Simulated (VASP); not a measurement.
# ZnO (k07) (P6_3mc) in VASP: further runs, part 2 of 3

VASP 6.6.1. Earlier steps stand in the parts before.

## 3. Relaxation of cell and atoms, PBE

This run uses another cell than the first one, of 11.90 Å³/atom, 0.965 times its volume.

Contents of INCAR:

```
  ALGO = Normal
  EDIFF = 1E-7
  EDIFFG = -0.002
  ENCUT = 600
  GGA = PE
  IBRION = 2
  ISIF = 3
  ISMEAR = 0
  LASPH = True
  LCHARG = False
  LREAL = False
  LWAVE = False
  NELM = 100
  NSW = 100
  PREC = Accurate
  SIGMA = 0.02
```

Contents of KPOINTS:

```
k-points
0
Gamma
  15 15 8
```

Contents of POSCAR:

```
ZnO
1.0
    3.2493080000      0.0000000000      0.0000000000
   -1.6246540000      2.8139832727      0.0000000000
    0.0000000000      0.0000000000      5.2057090000
Zn O
2 2
Direct
    0.3333333333      0.6666666667      0.5000000000
    0.6666666667      0.3333333333      0.0000000000
    0.6666666667      0.3333333333      0.3790100000
    0.3333333333      0.6666666667      0.8790100000
```

Potentials or basis: VASP PAW PBE potentials, release 64 (Zn, O).

Run with:

```console
$ cat potpaw_PBE.64/Zn/POTCAR potpaw_PBE.64/O/POTCAR > POTCAR
$ mpirun -np 1 vasp_std > vasp.out
```

OUTCAR:

```text
EDIFF = 1E-7
   EDIFFG = -0.002
   ENCUT = 600
   GGA = PE
   IBRION = 2
   ISIF = 3
   ISMEAR = 0
   LASPH = True
   LREAL = False
   NELM = 100
   NSW = 100
   PREC = Accurate

 ion  position               nearest neighbor table
   1  0.333  0.667  0.500-   4 1.97   3 1.98   3 1.98   3 1.98
   2  0.667  0.333  0.000-   3 1.97   4 1.98   4 1.98   4 1.98
   3  0.667  0.333  0.379-   2 1.97   1 1.98   1 1.98   1 1.98
   4  0.333  0.667  0.879-   1 1.97   2 1.98   2 1.98   2 1.98

  LATTYP: Found a hexagonal cell.
 ALAT       =     3.2493080000
 C/A-ratio  =     1.6020977390

  Lattice vectors:

 A1 = (   3.2493080000,   0.0000000000,   0.0000000000)
 A2 = (  -1.6246540000,   2.8139832727,   0.0000000000)
 A3 = (   0.0000000000,   0.0000000000,   5.2057090000)

Analysis of symmetry for initial positions (statically):
=====================================================================
 Subroutine PRICEL returns:
 Original cell was already a primitive cell.

 Routine SETGRP: Setting up the symmetry group for a
 hexagonal supercell.

 Subroutine GETGRP returns: Found 12 space group operations
 (whereof  6 operations were pure point group operations)
 out of a pool of 24 trial point group operations.

[... 180 lines left out ...]
  external PRESSURE =      58.1394382 kB  Pullay stress =       0.0000000 kB
[... 95 lines left out ...]
  FREE ENERGIE OF THE ION-ELECTRON SYSTEM (eV)
  ---------------------------------------------------
  free  energy   TOTEN  =       -17.8622368708 eV

  energy  without entropy=      -17.8622368708  energy(sigma->0) =      -17.86223687

[... ionic steps 4 to 10 ...]

--------------------------------------- Ionic step       11  -------------------------------------------

 number of electron      36.0000014 magnetization

------------------------ aborting loop because EDIFF is reached ----------------------------------------
[... 71 lines left out ...]
--------------------------------------- Ionic step       13  -------------------------------------------

 number of electron      36.0000013 magnetization

 Free energy of the ion-electron system (eV)
  ---------------------------------------------------
  ext. energy  EPLUGINS =         0.00000000
  ---------------------------------------------------
  free energy    TOTEN  =       -17.86236321 eV

  energy without entropy =      -17.86236321  energy(sigma->0) =      -17.86236321

 E-fermi :   1.0026     XC(G=0): -10.6945

 val. band max:        0.8427643627   @ k =   0.0000   0.0000   0.0000
 cond. band min:       1.5626834650   @ k =   0.0000   0.0000   0.0000
 fundamental gap:      0.7199191023
 Fermi energy:         1.0025749449

 k-point     1 :       0.0000    0.0000    0.0000
  band No.  band energies     occupation
      1     -16.9304      2.00000
      2     -16.2716      2.00000
      3      -4.6681      2.00000
      4      -4.6681      2.00000
      5      -4.6296      2.00000
      6      -4.4960      2.00000
[... 589 lines left out ...]
     21       8.4576      0.00000
     22       9.1103      0.00000

 [... further k-points ...]
[... 5 lines left out ...]
  --------------------------------------------------------------------------------------
  -------------------------------------------------------------------------------------
  Total        0.0006212      0.0006212      0.0059960      0.0000000     -0.0000000      0.0000000
  in kB        0.0200683      0.0200683      0.1937103      0.0000000     -0.0000000      0.0000000
  external PRESSURE =       0.0779490 kB  Pullay stress =       0.0000000 kB
[... 19 lines left out ...]
  FREE ENERGIE OF THE ION-ELECTRON SYSTEM (eV)
  ---------------------------------------------------
  free  energy   TOTEN  =       -17.8623632082 eV

  energy  without entropy=      -17.8623632082  energy(sigma->0) =      -17.86236321

 reached required accuracy - stopping structural energy minimisation
```

CONTCAR:

```text
ZnO
   1.00000000000000
     3.2860143205507488    0.0000000000000000    0.0000000000000000
    -1.6430071602753744    2.8457718787757269   -0.0000000000000000
     0.0000000000000000   -0.0000000000000000    5.3033381885101267
  Zn              O
     2     2
Direct
     0.3333333332999970    0.6666666667000030    0.4999689818644805
     0.6666666667000030    0.3333333332999970    0.9999689818644807
     0.6666666667000030    0.3333333332999970    0.3790410181355205
     0.3333333332999970    0.6666666667000030    0.8790410181355203

  0.00000000E+00  0.00000000E+00  0.00000000E+00
  0.00000000E+00  0.00000000E+00  0.00000000E+00
  0.00000000E+00  0.00000000E+00  0.00000000E+00
  0.00000000E+00  0.00000000E+00  0.00000000E+00
```

Wall time 12 min (1 thread of AMD EPYC 9R45 (Zen 5), shared host); peak memory 0.26 GiB.

Results:

```
Free energy                            : -17.8624 eV
Relaxed volume                         : 12.40 Å³/atom
Relaxed cell                           : a = 3.286 Å, b = 3.286 Å, c = 5.303 Å, α = 90.00°, β = 90.00°, γ = 120.00°
Space group after relaxing (to 0.05 Å) : P6_3mc (No. 186)
Energy gained by relaxing              : 9.0 meV/atom
Ionic steps                            : 13
Pressure after relaxing                : 0.0 GPa
Band gap on the k mesh                 : 0.72 eV, direct
```

Step by step:
| step | energy change (eV) | largest force (eV/Å) | pressure (GPa) | volume (Å³) |
| --- | --- | --- | --- | --- |
| 1 | 0.0000 | 0.0740 | 5.81 | 47.60 |
| 2 | -0.0272 | 0.0275 | -2.53 | 50.63 |
| 3 | -0.0357 | 0.0016 | 0.01 | 49.59 |
| 4 | -0.0357 | 0.0026 | -0.11 | 49.63 |
| 5 | -0.0358 | 0.0098 | 0.05 | 49.58 |
| 6 | -0.0358 | 0.0106 | 0.04 | 49.57 |
| 7 | -0.0358 | 0.0120 | 0.08 | 49.56 |
| 8 | -0.0358 | 0.0110 | 0.08 | 49.56 |
| 9 | -0.0358 | 0.0104 | 0.02 | 49.58 |
| 10 | -0.0358 | 0.0098 | -0.03 | 49.60 |
| 11 | -0.0358 | 0.0003 | 0.00 | 49.59 |
| 12 | -0.0358 | 0.0002 | 0.01 | 49.59 |
| 13 | -0.0358 | 0.0003 | 0.01 | 49.59 |

Final structure:
```yaml
crystal:
  lattice:
    - [3.28601, 0.00000, 0.00000]
    - [-1.64301, 2.84577, 0.00000]
    - [0.00000, 0.00000, 5.30334]
  atoms:
    - { symbol: Zn, position: [0.33333, 0.66667, 0.49997] }
    - { symbol: Zn, position: [0.66667, 0.33333, 0.99997] }
    - { symbol: O, position: [0.66667, 0.33333, 0.37904] }
    - { symbol: O, position: [0.33333, 0.66667, 0.87904] }
```

Levels at points of the mesh, in eV from the valence-band top:
```csv
k point,band 14,band 15,band 16,band 17,band 18,band 19,band 20,band 21,band 22
"(0.00, 0.00, 0.00)",-0.75,-0.75,-0.08,0.00,0.00,0.72,5.07,8.05,12.70
"(0.00, 0.00, 0.50)",-2.22,-0.37,-0.37,-0.37,-0.37,3.35,3.35,9.89,9.89
```

A k mesh can miss the band edges. Zero-point motion and thermal expansion aren't in these numbers.

## 4. Single point, PBE (volume scaled by 1.06, then relaxed in part)

Contents of INCAR:

```
SYSTEM = ZnO
  PREC = Accurate
  ENCUT = 520
  EDIFF = 1E-6
  ISMEAR = 0
  SIGMA = 0.02
  LREAL = .FALSE.
  LASPH = .TRUE.
  NELM = 100
  ALGO = Normal
  ISIF = 2
  LWAVE = .FALSE.
  LCHARG = .TRUE.
  GGA = PE
  LELF = .TRUE.
  LVHAR = .TRUE.
  NBANDS = 26
```

Contents of KPOINTS:

```
regular mesh
0
G
  15 15 8
  0 0 0
```

Contents of POSCAR:

```
ZnO
1.0
    3.3438004345      0.0000000000      0.0000000000
   -1.6719002173      2.8958161215      0.0000000000
    0.0000000000      0.0000000000      5.3975698736
Zn O
2 2
Direct
    0.3333333333      0.6666666667      0.4999686137
    0.6666666667      0.3333333333     -0.0000313863
    0.6666666667      0.3333333333      0.3790413863
    0.3333333333      0.6666666667      0.8790413863
```

Potentials or basis: VASP PAW PBE potentials, release 64 (Zn, O).

Run with:

```console
$ cat potpaw_PBE.64/Zn/POTCAR potpaw_PBE.64/O/POTCAR > POTCAR
$ mpirun -np 1 vasp_std > vasp.out
```

OUTCAR:

```text
SYSTEM = ZnO
   PREC = Accurate
   ENCUT = 520
   EDIFF = 1E-6
   ISMEAR = 0
   LREAL = .FALSE.
   LASPH = .TRUE.
   NELM = 100
   ISIF = 2
   GGA = PE

 ion  position               nearest neighbor table
   1  0.333  0.667  0.500-   3 2.04   3 2.04   3 2.04   4 2.05
   2  0.667  0.333  1.000-   4 2.04   4 2.04   4 2.04   3 2.05
   3  0.667  0.333  0.379-   1 2.04   1 2.04   1 2.04   2 2.05
   4  0.333  0.667  0.879-   2 2.04   2 2.04   2 2.04   1 2.05

  LATTYP: Found a hexagonal cell.
 ALAT       =     3.3438004345
 C/A-ratio  =     1.6142021569

[... 889 lines left out ...]

 [... further k-points ...]
[... 5 lines left out ...]
  --------------------------------------------------------------------------------------
  -------------------------------------------------------------------------------------
  Total       -1.9292283     -1.9292283     -1.9140824      0.0000000      0.0000000      0.0000000
  in kB      -59.1404455    -59.1404455    -58.6761482      0.0000000      0.0000000      0.0000000
  external PRESSURE =     -58.9856797 kB  Pullay stress =       0.0000000 kB

 VOLUME and BASIS-vectors are now :
 -----------------------------------------------------------------------------
  energy-cutoff  :      520.00
  volume of cell :       52.26
      direct lattice vectors                 reciprocal lattice vectors
     3.343800434  0.000000000  0.000000000     0.299060910  0.172662897  0.000000000
    -1.671900217  2.895816121  0.000000000     0.000000000  0.345325794  0.000000000
     0.000000000  0.000000000  5.397569874     0.000000000  0.000000000  0.185268560

 POSITION                                       TOTAL-FORCE (eV/Angst)
 -----------------------------------------------------------------------------------
     -0.00000      1.93054      2.69862        -0.000000      0.000000     -0.001074
      1.67190      0.96527      5.39740         0.000000     -0.000000     -0.001074
      1.67190      0.96527      2.04590         0.000000     -0.000000      0.001074
     -0.00000      1.93054      4.74469        -0.000000      0.000000      0.001074
 -----------------------------------------------------------------------------------
    total drift:                               -0.000000     -0.000000     -0.000084

  FREE ENERGIE OF THE ION-ELECTRON SYSTEM (eV)
  ---------------------------------------------------
  free  energy   TOTEN  =       -17.8138750228 eV

  energy  without entropy=      -17.8138750228  energy(sigma->0) =      -17.81387502
```

Wall time 2 min (1 thread of AMD EPYC 9R45 (Zen 5), shared host); peak memory 0.25 GiB.

Results:

```yaml
Free_energy: -17.8139 eV
Pressure: -5.9 GPa
Band_gap_on_the_k_mesh: 0.64 eV, direct
```

Caveat: the cell differs from its parent crystal (volume scaled by 1.06, then relaxed in part). A k mesh can miss the band edges.

[end of part 2 of 3]
